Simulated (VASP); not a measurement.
# NaCl (Fm-3m) in VASP: notebook

The runs below take NaCl through single point, with PBE.

Program: VASP 6.6.1. These are calculated values, not measurements. Logs are shortened: lines on timing, memory, paths and dates and some standing lists are left out, and cuts for length are marked.

## 1. The cell of the first run

The structure is cubic, space group Fm-3m (No. 225). The conventional cell has a = 5.696 Å, b = 5.696 Å, c = 5.696 Å, α = 90.00°, β = 90.00°, γ = 90.00°. Within 3.8 Å of Na (site symmetry m-3m) lie 6 Cl at 2.85 Å. Cl (site symmetry m-3m) has 6 Na at 2.85 Å within 3.8 Å.

## 2. Single point, PBE

Contents of INCAR:

```
SYSTEM = NaCl
PREC = Accurate
ENCUT = 520
EDIFF = 1E-7
ISMEAR = 0
SIGMA = 0.05
LREAL = .False.
LASPH = .True.
NELM = 80
ALGO = Normal
ISIF = 2
LWAVE = .False.
LCHARG = .False.
GGA = PE
NBANDS = 14
```

Contents of KPOINTS:

```
Automatic mesh
0
Gamma
  8 8 8
  0 0 0
```

Contents of POSCAR:

```
NaCl
1.0
    0.0000000000      2.8479702205      2.8479702205
    2.8479702205      0.0000000000      2.8479702205
    2.8479702205      2.8479702205      0.0000000000
Na Cl
1 1
Direct
    0.0000000000      0.0000000000      0.0000000000
    0.5000000000      0.5000000000      0.5000000000
```

Potentials or basis: VASP PAW PBE potentials, release 64 (Na_pv, Cl).

Started as:

```
$ cat potpaw_PBE.64/Na_pv/POTCAR potpaw_PBE.64/Cl/POTCAR > POTCAR
$ mpirun -np 1 vasp_std > vasp.out
```

OUTCAR:

```text
SYSTEM = NaCl
   PREC = Accurate
   ENCUT = 520
   EDIFF = 1E-7
   ISMEAR = 0
   LREAL = .False.
   LASPH = .True.
   NELM = 80
   ISIF = 2
   GGA = PE

 ion  position               nearest neighbor table
   1  0.000  0.000  0.000-
   2  0.500  0.500  0.500-

  LATTYP: Found a face centered cubic cell.
 ALAT       =     5.6959404410

  Lattice vectors:

 A1 = (   0.0000000000,   2.8479702205,   2.8479702205)
 A2 = (   2.8479702205,   0.0000000000,   2.8479702205)
 A3 = (   2.8479702205,   2.8479702205,   0.0000000000)

Analysis of symmetry for initial positions (statically):
=====================================================================
 Subroutine PRICEL returns:
 Original cell was already a primitive cell.

 Routine SETGRP: Setting up the symmetry group for a
 face centered cubic supercell.

 Subroutine GETGRP returns: Found 48 space group operations
 (whereof 48 operations were pure point group operations)
 out of a pool of 48 trial point group operations.

The static configuration has the point symmetry O_h .

Analysis of symmetry for dynamics (positions and initial velocities):
=====================================================================
 Subroutine PRICEL returns:
 Original cell was already a primitive cell.

 Routine SETGRP: Setting up the symmetry group for a
 face centered cubic supercell.

 Subroutine GETGRP returns: Found 48 space group operations
 (whereof 48 operations were pure point group operations)
 out of a pool of 48 trial point group operations.

The dynamic configuration has the point symmetry O_h .

 Subroutine INISYM returns: Found 48 space group operations
 (whereof 48 operations are pure point group operations),
 and found     1 'primitive' translations

----------------------------------------------------------------------------------------

                                     Primitive cell

  volume of cell :      46.1994

  direct lattice vectors                    reciprocal lattice vectors
     0.000000000  2.847970221  2.847970221    -0.175563633  0.175563633  0.175563633
     2.847970221  0.000000000  2.847970221     0.175563633 -0.175563633  0.175563633
     2.847970221  2.847970221  0.000000000     0.175563633  0.175563633 -0.175563633

  length of vectors
     4.027638111  4.027638111  4.027638111     0.304085133  0.304085133  0.304085133

[... 88 lines left out ...]
   POTIM  = 0.5000    time-step for ionic-motion
   TEBEG  =    0.0;   TEEND  =   0.0 temperature during run
   PSTRESS=    0.0 pullay stress
   NELECT =      14.0000    total number of electrons
   NUPDOWN=      -1.0000    fix difference up-down
   EMIN   =  10.00;   EMAX   =-10.00  energy-range for DOS
   EFERMI =   0.00;   METHOD = LEGACY
   ISMEAR =     0;   SIGMA  =   0.05  broadening in eV -4-tet -1-fermi 0-gaus
   EFERMI_NEDOS =   21; number of points for ismear=-14 and -15
   IALGO  =     38    algorithm
   IMIX   =      4    mixing-type and parameters
     AMIX     =   0.40;   BMIX     =  1.00
     AMIX_MAG =   1.60;   BMIX_MAG =  1.00
  volume/ion in A,a.u.               =      23.10       155.88
  Fermi-wavevector in a.u.,A,eV,Ry     =   1.099610  2.077962 16.451382  1.209142
  Thomas-Fermi vector in A             =   2.236008
   LORBIT       =      0    0 simple, 1 ext, 2 COOP (PROOUT), +10 PAW based schemes
   GGA     = PE    functional components
   LHFCALC =     F    Hartree Fock is set to
   AEXX    =    0.0000 exact exchange contribution
   IVDW    =     0    specifies the selected vdW correction
   LEPSILON=     F    determine dielectric tensor
   LRPA    =     F    only Hartree local field effects (RPA)
 non-spin polarized calculation
 Gauss-broadening in eV      SIGMA  =   0.05
  energy-cutoff  :      520.00
  volume of cell :       46.20
 maximum number of plane-waves:      1265
 NGX is ok and might be reduce to    30
   NGX = 15   NGY = 15   NGZ = 15

 number of electron      13.9999992 magnetization

 Free energy of the ion-electron system (eV)
  ---------------------------------------------------
  ext. energy  EPLUGINS =         0.00000000
  ---------------------------------------------------
  free energy    TOTEN  =        -6.77789101 eV

  energy without entropy =       -6.77789101  energy(sigma->0) =       -6.77789101

 E-fermi :  -0.5705     XC(G=0):  -8.0402

 val. band max:       -0.8991862086   @ k =   0.0000   0.0000   0.0000
 cond. band min:       4.0963359458   @ k =   0.0000   0.0000   0.0000
 fundamental gap:      4.9955221545
 Fermi energy:        -0.5705281837

 k-point     1 :       0.0000    0.0000    0.0000
  band No.  band energies     occupation
      1     -21.7762      2.00000
      2     -21.7762      2.00000
      3     -21.7762      2.00000
      4     -13.4931      2.00000
      5      -0.8992      2.00000
      6      -0.8992      2.00000
      7      -0.8992      2.00000
      8       4.0963      0.00000
      9      10.1892      0.00000
     10      10.1892      0.00000
     11      10.1892      0.00000
     12      12.3117      0.00000
     13      12.3117      0.00000
     14      13.8701      0.00000
[... 377 lines left out ...]
      1     -21.7966      2.00000
      2     -21.7834      2.00000
      3     -21.7800      2.00000
      4     -13.1553      2.00000
      5      -2.4722      2.00000
      6      -1.6213      2.00000
      7      -1.2877      2.00000
      8       7.3545      0.00000
      9       8.5078      0.00000
     10       9.2467      0.00000
     11      10.7229      0.00000
     12      13.2975      0.00000
     13      14.5183      0.00000
     14      15.5701      0.00000

 [... further k-points ...]

------------------------ aborting loop because EDIFF is reached ----------------------------------------

  FORCE on cell =-STRESS in cart. coord.  units (eV):
  Direction    XX          YY          ZZ          XY          YZ          ZX
  --------------------------------------------------------------------------------------
  -------------------------------------------------------------------------------------
  Total       -0.0093553     -0.0093553     -0.0093553      0.0000000     -0.0000000      0.0000000
  in kB       -0.3244366     -0.3244366     -0.3244366      0.0000000     -0.0000000      0.0000000
  external PRESSURE =      -0.3244366 kB  Pullay stress =       0.0000000 kB

 VOLUME and BASIS-vectors are now :
 -----------------------------------------------------------------------------
  energy-cutoff  :      520.00
  volume of cell :       46.20
      direct lattice vectors                 reciprocal lattice vectors
     0.000000000  2.847970221  2.847970221    -0.175563633  0.175563633  0.175563633
     2.847970221  0.000000000  2.847970221     0.175563633 -0.175563633  0.175563633
     2.847970221  2.847970221  0.000000000     0.175563633  0.175563633 -0.175563633

 POSITION                                       TOTAL-FORCE (eV/Angst)
 -----------------------------------------------------------------------------------
      0.00000      0.00000      0.00000         0.000000      0.000000      0.000000
      2.84797      2.84797      2.84797        -0.000000     -0.000000     -0.000000
 -----------------------------------------------------------------------------------
    total drift:                               -0.000000      0.000000      0.000000

  FREE ENERGIE OF THE ION-ELECTRON SYSTEM (eV)
  ---------------------------------------------------
  free  energy   TOTEN  =        -6.7778910065 eV

  energy  without entropy=       -6.7778910065  energy(sigma->0) =       -6.77789101
```

OSZICAR:

```text
N       E                     dE             d eps       ncg     rms          rms(c)
DAV:   1     0.104510723185E+03    0.10451E+03   -0.70604E+03   828   0.993E+02
DAV:   2     0.194565331932E+01   -0.10257E+03   -0.93579E+02   920   0.276E+02
DAV:   3    -0.683562452137E+01   -0.87813E+01   -0.87240E+01  1046   0.729E+01
DAV:   4    -0.697896289212E+01   -0.14334E+00   -0.14328E+00   938   0.102E+01
DAV:   5    -0.698200257482E+01   -0.30397E-02   -0.30395E-02  1060   0.154E+00    0.214E+00
DAV:   6    -0.678362719513E+01    0.19838E+00   -0.33461E-01  1004   0.327E+00    0.159E+00
DAV:   7    -0.677196092090E+01    0.11666E-01   -0.82779E-02  1098   0.162E+00    0.109E+00
DAV:   8    -0.677788991061E+01   -0.59290E-02   -0.10443E-02   890   0.860E-01    0.301E-01
DAV:   9    -0.677777362230E+01    0.11629E-03   -0.21756E-04  1028   0.112E-01    0.173E-01
DAV:  10    -0.677790467068E+01   -0.13105E-03   -0.38418E-04   914   0.143E-01    0.781E-02
DAV:  11    -0.677789077026E+01    0.13900E-04   -0.23557E-05  1040   0.416E-02    0.193E-02
DAV:  12    -0.677789057063E+01    0.19963E-06   -0.30725E-06   950   0.148E-02    0.144E-03
DAV:  13    -0.677789119914E+01   -0.62851E-06   -0.34117E-07   998   0.400E-03    0.308E-03
DAV:  14    -0.677789101484E+01    0.18430E-06   -0.38072E-08   718   0.109E-03    0.303E-04
DAV:  15    -0.677789100649E+01    0.83530E-08   -0.27142E-09   562   0.471E-04
   1 F= -.67778910E+01 E0= -.67778910E+01  d E =-.284410E-22
```

Wall time 15 s (1 thread of Intel Xeon Platinum 8375C at 2.90GHz (Ice Lake), shared host); peak memory 0.16 GiB.

What came out:

```
Free energy            : -6.7779 eV
Pressure               : 0.0 GPa
Band gap on the k mesh : 5.00 eV, direct
```

[end of part 1 of 2]
